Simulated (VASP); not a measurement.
# TaN (P-62m) in VASP: single point with PBEsol

Aim: the single point of TaN with PBEsol.

Everything below comes from runs of VASP 6.6.1. Logs are shortened: lines on timing, memory, paths and dates and some standing lists are left out, and cuts for length are marked.

**1. The cell of the first run**

The structure is hexagonal, space group P-62m (No. 189). The conventional cell has a = 5.178 Å, b = 5.178 Å, c = 2.896 Å, α = 90.00°, β = 90.00°, γ = 120.00°. Ta (site symmetry -62m) has 3 N at 2.04 Å within 2.7 Å. Within 3.0 Å of Ta (site symmetry -6) lie 6 N at 2.15 Å and 5 Ta at 2.90 to 2.99 Å. Within 2.9 Å of N (site symmetry m2m) lie 5 Ta at 2.04 to 2.15 Å and 6 N at 2.76 to 2.90 Å.

**2. Single point, PBEsol**

INCAR

```
SYSTEM = TaN
PREC = Accurate ; ENCUT = 520
EDIFF = 1E-6 ; ISMEAR = 1
SIGMA = 0.1 ; LREAL = Auto
LASPH = .True. ; NELM = 60
ALGO = Normal ; ISIF = 2
LWAVE = .False. ; LCHARG = .True.
GGA = PS ; LVHAR = .True.
NBANDS = 249 ; KPAR = 2
NCORE = 2
```

KPOINTS

```
Automatic mesh
0
Gamma
  2 2 2
  0 0 0
```

POSCAR

```
TaN
1.0
    7.7675072943      4.4845723699      0.0000000000
   -7.7675072446      4.4845724560      0.0000000000
    0.0000000000      0.0000000000      8.6876379798
Ta N
27 27
Direct
    0.0000000000      0.0000000000      0.0000000000
    0.3333333333      0.6666666667      0.0000000000
    0.6666666667      0.3333333333      0.0000000000
    0.0000000000      0.6666666667      0.1666666667
    0.3333333333      0.3333333334      0.1666666667
    0.6666666667      0.0000000000      0.1666666667
    0.0000000000      0.3333333333      0.1666666667
    0.3333333333      0.0000000000      0.1666666667
    0.6666666667      0.6666666666      0.1666666667
    0.0000000000      0.0000000000      0.3333333333
    0.3333333333      0.6666666667      0.3333333333
    0.6666666667      0.3333333333      0.3333333333
    0.0000000000      0.6666666667      0.5000000000
    0.3333333333      0.3333333334      0.5000000000
    0.6666666667      0.0000000000      0.5000000000
    0.0000000000      0.3333333333      0.5000000000
    0.3333333333      0.0000000000      0.5000000000
    0.6666666667      0.6666666666      0.5000000000
    0.0000000000      0.0000000000      0.6666666667
    0.3333333333      0.6666666667      0.6666666667
    0.6666666667      0.3333333333      0.6666666667
    0.0000000000      0.6666666667      0.8333333333
    0.3333333333      0.3333333334      0.8333333333
    0.6666666667      0.0000000000      0.8333333333
    0.0000000000      0.3333333333      0.8333333333
    0.3333333333      0.0000000000      0.8333333333
    0.6666666667      0.6666666666      0.8333333333
    0.1311380463      0.8688619537      0.0000000000
    0.4644713796      0.5355286204      0.0000000000
    0.7978047130      0.2021952870      0.0000000000
    0.0710572408      0.5355286204      0.0000000000
    0.4043905742      0.2021952870      0.0000000000
    0.7377239075      0.8688619537      0.0000000000
    0.1311380463      0.2622760925      0.0000000000
    0.4644713796      0.9289427592      0.0000000000
    0.7978047130      0.5956094258      0.0000000000
    0.1311380463      0.8688619537      0.3333333333
    0.4644713796      0.5355286204      0.3333333333
    0.7978047130      0.2021952870      0.3333333333
    0.0710572408      0.5355286204      0.3333333333
    0.4043905742      0.2021952870      0.3333333333
    0.7377239075      0.8688619537      0.3333333333
    0.1311380463      0.2622760925      0.3333333333
    0.4644713796      0.9289427592      0.3333333333
    0.7978047130      0.5956094258      0.3333333333
    0.1311380463      0.8688619537      0.6666666667
    0.4644713796      0.5355286204      0.6666666667
    0.7978047130      0.2021952870      0.6666666667
    0.0710572408      0.5355286204      0.6666666667
    0.4043905742      0.2021952870      0.6666666667
    0.7377239075      0.8688619537      0.6666666667
    0.1311380463      0.2622760925      0.6666666667
    0.4644713796      0.9289427592      0.6666666667
    0.7978047130      0.5956094258      0.6666666667
```

Potentials or basis: VASP PAW PBE potentials, release 64 (Ta_pv, N).

Started as:

```bash
$ cat potpaw_PBE.64/Ta_pv/POTCAR potpaw_PBE.64/N/POTCAR > POTCAR
$ mpirun -np 4 vasp_std > vasp.out
```

OUTCAR:

```text
SYSTEM = TaN
   PREC = Accurate
   ENCUT = 520
   EDIFF = 1E-6
   ISMEAR = 1
   LREAL = Auto
   LASPH = .True.
   NELM = 60
   ISIF = 2
   GGA = PS

 ion  position               nearest neighbor table
   1  0.000  0.000  0.000-  33 2.04  34 2.04  28 2.04  19 2.90  10 2.90  26 3.32   6 3.32   8 3.32
                            24 3.32   4 3.32  22 3.32   7 3.32  25 3.32  27 3.32   9 3.32   5 3.32
   2  0.333  0.667  0.000-  31 2.04  35 2.04  29 2.04  20 2.90  11 2.90  22 3.32   4 3.32  26 3.32
                             8 3.32   5 3.32  23 3.32   7 3.32  25 3.32  24 3.32   6 3.32  27 3.32
   3  0.667  0.333  0.000-  32 2.04  36 2.04  30 2.04  21 2.90  12 2.90  25 3.32   7 3.32   6 3.32
                            24 3.32  27 3.32   9 3.32   4 3.32  22 3.32   8 3.32  26 3.32  23 3.32
   4  0.000  0.667  0.167-  45 2.15  37 2.15  36 2.15  40 2.15  28 2.15  31 2.15  13 2.90  22 2.90
                             9 2.99   8 2.99   7 2.99  11 3.32  10 3.32   2 3.32   1 3.32  12 3.32
   5  0.333  0.333  0.167-  43 2.15  38 2.15  34 2.15  29 2.15  41 2.15  32 2.15  14 2.90  23 2.90
                             7 2.99   9 2.99   8 2.99  11 3.32   2 3.32  10 3.32   1 3.32  12 3.32
   6  0.667  0.000  0.167-  39 2.15  44 2.15  42 2.15  30 2.15  35 2.15  33 2.15  15 2.90  24 2.90
                             7 2.99   8 2.99   9 2.99  10 3.32  12 3.32   1 3.32   3 3.32  11 3.32
   7  0.000  0.333  0.167-  39 2.15  43 2.15  40 2.15  30 2.15  34 2.15  31 2.15  16 2.90  25 2.90
                             5 2.99   6 2.99   4 2.99  12 3.32  10 3.32   3 3.32   1 3.32  11 3.32
   8  0.333  0.000  0.167-  41 2.15  37 2.15  32 2.15  44 2.15  28 2.15  35 2.15  17 2.90  26 2.90
                             4 2.99   6 2.99   5 2.99  10 3.32  11 3.32   1 3.32   2 3.32  12 3.32
   9  0.667  0.667  0.167-  38 2.15  45 2.15  42 2.15  29 2.15  36 2.15  33 2.15  18 2.90  27 2.90
[... 71 lines left out ...]
 A1 = (   7.7675072943,   4.4845723699,   0.0000000000)
 A2 = (  -7.7675072446,   4.4845724560,   0.0000000000)
 A3 = (   0.0000000000,   0.0000000000,   8.6876379798)

Analysis of symmetry for initial positions (statically):
=====================================================================
 Subroutine PRICEL returns following result:

  LATTYP: Found a hexagonal cell.
 ALAT       =     5.1783381791
 C/A-ratio  =     0.5592294721

  Lattice vectors:

 A1 = (  -2.5891691136,  -4.4845723986,   0.0000000000)
 A2 = (   5.1783381791,  -0.0000000287,   0.0000000000)
 A3 = (   0.0000000000,   0.0000000000,   2.8958793263)

   9 primitive cells build up your supercell.

 Routine SETGRP: Setting up the symmetry group for a
 hexagonal supercell.

 Subroutine GETGRP returns: Found 12 space group operations
 (whereof 12 operations were pure point group operations)
 out of a pool of 24 trial point group operations.

The static configuration has the point symmetry D_3h.

Analysis of symmetry for dynamics (positions and initial velocities):
=====================================================================
 Subroutine PRICEL returns following result:

  LATTYP: Found a hexagonal cell.
 ALAT       =     5.1783381791
 C/A-ratio  =     0.5592294721

  Lattice vectors:

 A1 = (  -2.5891691136,  -4.4845723986,   0.0000000000)
 A2 = (   5.1783381791,  -0.0000000287,   0.0000000000)
 A3 = (   0.0000000000,   0.0000000000,   2.8958793263)

   9 primitive cells build up your supercell.

 Routine SETGRP: Setting up the symmetry group for a
 hexagonal supercell.

 Subroutine GETGRP returns: Found 12 space group operations
 (whereof 12 operations were pure point group operations)
 out of a pool of 24 trial point group operations.

The dynamic configuration has the point symmetry D_3h.

 Subroutine INISYM returns: Found 12 space group operations
 (whereof 12 operations are pure point group operations),
 and found     9 'primitive' translations

----------------------------------------------------------------------------------------

                                     Primitive cell

  volume of cell :      67.2499

  direct lattice vectors                    reciprocal lattice vectors
    -2.589169114 -4.484572399  0.000000000    -0.000000001 -0.222986699  0.000000000
     5.178338179 -0.000000029  0.000000000     0.193112146 -0.111493351  0.000000000
     0.000000000  0.000000000  2.895879326     0.000000000  0.000000000  0.345318257

  length of vectors
     5.178338179  5.178338179  2.895879326     0.222986699  0.222986699  0.345318257

  position of ions in fractional coordinates (direct lattice)
[... 24 lines left out ...]
 Generating k-lattice:

  Cartesian coordinates                     Fractional coordinates (reciprocal lattice)
     0.032185358  0.055746675  0.000000000     0.500000000  0.000000000  0.000000000
    -0.032185357  0.055746675  0.000000000     0.000000000  0.500000000  0.000000000
     0.000000000  0.000000000  0.057553043     0.000000000  0.000000000  0.500000000

  Length of vectors
     0.064370715  0.064370715  0.057553043

  Shift w.r.t. Gamma in fractional coordinates (k-lattice)
     0.000000000  0.000000000  0.000000000

 Subroutine IBZKPT returns following result:
 ===========================================

 Found      4 irreducible k-points:

 Following reciprocal coordinates:
            Coordinates               Weight
  0.000000  0.000000  0.000000      1.000000
  0.500000  0.000000  0.000000      3.000000
  0.000000  0.000000  0.500000      1.000000
  0.500000  0.000000  0.500000      3.000000
   k-points           NKPTS =      4   k-points in BZ     NKDIM =      4   number of bands    NBANDS=    249
   number of dos      NEDOS =    301   number of ions     NIONS =     54
   total plane-waves  NPLWV = 343000
   dimension x,y,z NGX =    70 NGY =   70 NGZ =   70
   dimension x,y,z NGXF=   140 NGYF=  140 NGZF=  140
   ions per type =              27  27
   NGX,Y,Z   is equivalent  to a cutoff of  12.97, 12.97, 13.40 a.u.
   NGXF,Y,Z  is equivalent  to a cutoff of  25.95, 25.95, 26.79 a.u.
 SYSTEM =  TaN
   PREC   = accura    normal or accurate (medium, high low for compatibility)
   ISTART =      0    job   : 0-new  1-cont  2-samecut
   ICHARG =      2    charge: 1-file 2-atom 10-const
   ISPIN  =      1    spin polarized calculation?
   LNONCOLLINEAR =      F non collinear calculations
   LSORBIT =      F    spin-orbit coupling
   LASPH  =      T    aspherical Exc in radial PAW
   ENCUT  =  520.0 eV  38.22 Ry    6.18 a.u.  16.68 16.68 16.15*2*pi/ulx,y,z
   NELM   =     60;   NELMIN=  2; NELMDL= -5     # of ELM steps
   EDIFF  = 0.1E-05   stopping-criterion for ELM
   LREAL  =      T    real-space projection
   EDIFFG = 0.1E-04   stopping-criterion for IOM
   NSW    =      0    number of steps for IOM
   IBRION =     -1    ionic relax: 0-MD 1-quasi-New 2-CG
   NFREE  =      0    steps in history (QN), initial steepest desc. (CG)
   ISIF   =      2    stress and relaxation
   ISYM   =      2    0-nonsym 1-usesym 2-fastsym
   POTIM  = 0.5000    time-step for ionic-motion
   TEBEG  =    0.0;   TEEND  =   0.0 temperature during run
   PSTRESS=    0.0 pullay stress
   NELECT =     432.0000    total number of electrons
   NUPDOWN=      -1.0000    fix difference up-down
   EMIN   =  10.00;   EMAX   =-10.00  energy-range for DOS
   EFERMI =   0.00;   METHOD = LEGACY
   ISMEAR =     1;   SIGMA  =   0.10  broadening in eV -4-tet -1-fermi 0-gaus
   EFERMI_NEDOS =   21; number of points for ismear=-14 and -15
   IALGO  =     38    algorithm
   IMIX   =      4    mixing-type and parameters
     AMIX     =   0.40;   BMIX     =  1.00
     AMIX_MAG =   1.60;   BMIX_MAG =  1.00
  volume/ion in A,a.u.               =      11.21        75.64
  Fermi-wavevector in a.u.,A,eV,Ry     =   1.463046  2.764756 29.123314  2.140503
  Thomas-Fermi vector in A             =   2.579187
   LORBIT       =      0    0 simple, 1 ext, 2 COOP (PROOUT), +10 PAW based schemes
   GGA     = PS    functional components
   LHFCALC =     F    Hartree Fock is set to
   AEXX    =    0.0000 exact exchange contribution
   IVDW    =     0    specifies the selected vdW correction
   LEPSILON=     F    determine dielectric tensor
   LRPA    =     F    only Hartree local field effects (RPA)
 non-spin polarized calculation
 Methfessel and Paxton  Order N= 1 SIGMA  =   0.10
  energy-cutoff  :      520.00
  volume of cell :      605.25
 maximum number of plane-waves:     16316
 NGX is ok and might be reduce to    70
   NGX = 33   NGY = 33   NGZ = 33

 number of electron     432.0000007 magnetization

 Free energy of the ion-electron system (eV)
  ---------------------------------------------------
  ext. energy  EPLUGINS =         0.00000000
  ---------------------------------------------------
  free energy    TOTEN  =      -642.99483422 eV

  energy without entropy =     -643.00035315  energy(sigma->0) =     -642.99667386

 E-fermi :   8.0341     XC(G=0): -13.2258

 val. band max:        7.9518561002   @ k =   0.5000   0.0000   0.5000
 cond. band min:       8.5455864149   @ k =   0.0000   0.0000   0.0000
 fundamental gap:      0.5937303147
 Fermi energy:         8.0340677249

 k-point     1 :       0.0000    0.0000    0.0000
  band No.  band energies     occupation
      1     -28.0116      2.00000
      2     -28.0116      2.00000
      3     -27.9387      2.00000
      4     -27.9387      2.00000
      5     -27.9387      2.00000
      6     -27.9387      2.00000
[... 913 lines left out ...]
    227       9.3754     -0.00000
    228       9.4786     -0.00000
 [bands above 228 left out]

------------------------ aborting loop because EDIFF is reached ----------------------------------------

  FORCE on cell =-STRESS in cart. coord.  units (eV):
  Direction    XX          YY          ZZ          XY          YZ          ZX
  --------------------------------------------------------------------------------------
  -------------------------------------------------------------------------------------
  Total        5.7368685      5.7368685     -1.5068104     -0.0000000      0.0000000      0.0000000
  in kB       15.1862678     15.1862678     -3.9887312     -0.0000000      0.0000000      0.0000000
  external PRESSURE =       8.7946015 kB  Pullay stress =       0.0000000 kB

 VOLUME and BASIS-vectors are now :
 -----------------------------------------------------------------------------
  energy-cutoff  :      520.00
  volume of cell :      605.25
      direct lattice vectors                 reciprocal lattice vectors
     7.767507294  4.484572370  0.000000000     0.064370716  0.111493349  0.000000000
    -7.767507245  4.484572456  0.000000000    -0.064370715  0.111493350  0.000000000
     0.000000000  0.000000000  8.687637980     0.000000000  0.000000000  0.115106085

 POSITION                                       TOTAL-FORCE (eV/Angst)
 -----------------------------------------------------------------------------------
      0.00000      0.00000      0.00000        -0.000000     -0.000000     -0.000000
     -2.58917      4.48457      0.00000        -0.000000     -0.000000      0.000000
      2.58917      4.48457      0.00000        -0.000000     -0.000000     -0.000000
     -5.17834      2.98971      1.44794        -0.000000     -0.000000      0.000000
      0.00000      2.98971      1.44794        -0.000000     -0.000000      0.000000
      5.17834      2.98971      1.44794        -0.000000     -0.000000      0.000000
[... 46 lines left out ...]
     -3.60778      6.24887      5.79176        -0.020885      0.036174      0.000000
      1.57055      6.24887      5.79176        -0.020885      0.036174      0.000000
 -----------------------------------------------------------------------------------
    total drift:                               -0.000009     -0.000000     -0.000000

  FREE ENERGIE OF THE ION-ELECTRON SYSTEM (eV)
  ---------------------------------------------------
  free  energy   TOTEN  =      -642.9948342216 eV

  energy  without entropy=     -643.0003531494  energy(sigma->0) =     -642.99667386
```

Wall time 6.9 min (4 MPI ranks of Intel Xeon Platinum 8259CL at 2.50GHz (Skylake/Cascade Lake), shared host); peak memory 0.57 GiB.

Results:

| Item | Value |
| --- | --- |
| Free energy | -642.9948 eV |
| Pressure | 0.9 GPa |
| Largest force | 0.042 eV/Å |
| Band gap on the k mesh | zero (bands 216 and 217 overlap by 1.02 eV) |

Forces in eV/Å, atoms in the order of the input:
```
Ta   0.000  0.000  0.000
Ta   0.000  0.000  0.000
Ta   0.000  0.000  0.000
Ta   0.000  0.000  0.000
Ta   0.000  0.000  0.000
Ta   0.000  0.000  0.000
Ta   0.000  0.000  0.000
Ta   0.000  0.000  0.000
Ta   0.000  0.000  0.000
Ta   0.000  0.000  0.000
Ta   0.000  0.000  0.000
Ta   0.000  0.000  0.000
Ta   0.000  0.000  0.000
Ta   0.000  0.000  0.000
Ta   0.000  0.000  0.000
Ta   0.000  0.000  0.000
Ta   0.000  0.000  0.000
Ta   0.000  0.000  0.000
Ta   0.000  0.000  0.000
Ta   0.000  0.000  0.000
Ta   0.000  0.000  0.000
Ta   0.000  0.000  0.000
Ta   0.000  0.000  0.000
Ta   0.000  0.000  0.000
Ta   0.000  0.000  0.000
Ta   0.000  0.000  0.000
Ta   0.000  0.000  0.000
N    0.042  0.000  0.000
N    0.042  0.000  0.000
N    0.042  0.000  0.000
N   -0.021 -0.036  0.000
N   -0.021 -0.036  0.000
N   -0.021 -0.036  0.000
N   -0.021  0.036  0.000
N   -0.021  0.036  0.000
N   -0.021  0.036  0.000
N    0.042  0.000  0.000
N    0.042  0.000  0.000
N    0.042  0.000  0.000
N   -0.021 -0.036  0.000
N   -0.021 -0.036  0.000
N   -0.021 -0.036  0.000
N   -0.021  0.036  0.000
N   -0.021  0.036  0.000
N   -0.021  0.036  0.000
N    0.042  0.000  0.000
N    0.042  0.000  0.000
N    0.042  0.000  0.000
N   -0.021 -0.036  0.000
N   -0.021 -0.036  0.000
N   -0.021 -0.036  0.000
N   -0.021  0.036  0.000
N   -0.021  0.036  0.000
N   -0.021  0.036  0.000
```

Levels at points of the mesh, in eV from the Fermi level:
| k point | band 212 | band 213 | band 214 | band 215 | band 216 | band 217 | band 218 | band 219 | band 220 | band 221 |
| --- | --- | --- | --- | --- | --- | --- | --- | --- | --- | --- |
| (0.00, 0.00, 0.00) | -1.59 | -1.59 | -0.66 | -0.66 | 0.51 | 0.51 | 0.85 | 0.85 | 1.54 | 1.54 |
| (0.50, 0.00, 0.00) | -0.53 | -0.23 | -0.23 | -0.23 | -0.23 | 0.73 | 0.73 | 1.20 | 1.20 | 1.25 |
| (0.00, 0.00, 0.50) | -1.42 | -1.42 | -1.42 | -1.42 | -0.51 | -0.51 | 1.33 | 1.33 | 1.33 | 1.33 |
| (0.50, 0.00, 0.50) | -1.40 | -1.40 | -0.71 | -0.08 | -0.08 | 0.59 | 0.59 | 0.59 | 0.59 | 0.78 |

Caveat: the k points lie up to 0.40 Å⁻¹ apart, too coarse for converged energies and pressures of a metal; the PAW data sets were made with another functional, which shifts forces and pressure a little; spin-orbit coupling is left out, which moves the levels of the heavy elements.

The gap in the log of VASP goes by the Fermi energy; the results here count the filled bands.